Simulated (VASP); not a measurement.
Write the native input for VASP 6.6.1 that does the following.

```
Task                   : single point
Functional             : LDA
Potentials or basis    : VASP PAW LDA potentials, release 64 (Mo_sv, Rh_pv)
Cutoff                 : 520 eV
k mesh                 : 9 × 9 × 5
Occupations            : fermi-dirac, width 0.15 eV
Spin                   : no spin polarisation
Dipole correction      : no
Further INCAR settings : ALGO = Normal; EDIFF = 1e-06; NBANDS = 22
```

The structure of MoRh lies in POSCAR:

```
MoRh
1.0
    2.7480436247      0.0000000000      0.0000000000
   -1.3740213208      2.3798755970      0.0000000000
    0.0000000000      0.0000000000      4.3621428576
Mo Rh
1 1
Direct
    0.0000000000      0.0000000000      0.5000000000
    0.3333333333      0.6666666667      0.0000000000
```

One way to write it, as run:

INCAR

```
SYSTEM = MoRh
  PREC = Accurate
  ENCUT = 520
  EDIFF = 1E-6
  ISMEAR = -1
  SIGMA = 0.15
  LREAL = .False.
  LASPH = .True.
  NELM = 60
  ALGO = Normal
  ISIF = 2
  LWAVE = .False.
  LCHARG = .True.
  GGA = CA
  LELF = .True.
  LVHAR = .True.
  NBANDS = 22
```

KPOINTS

```
Automatic mesh
0
Gamma
  9 9 5
  0 0 0
```

Potentials or basis: VASP PAW LDA potentials, release 64 (Mo_sv, Rh_pv).

The run is started by

```bash
$ cat potpaw_LDA.64/Mo_sv/POTCAR potpaw_LDA.64/Rh_pv/POTCAR > POTCAR
$ mpirun -np 1 vasp_std > vasp.out
```

It gave:

```json
{"Pressure": "-3.5 GPa"}
```

It took 30 s on 1 thread of Intel Xeon 8259CL (shared host), peak memory 0.14 GiB.
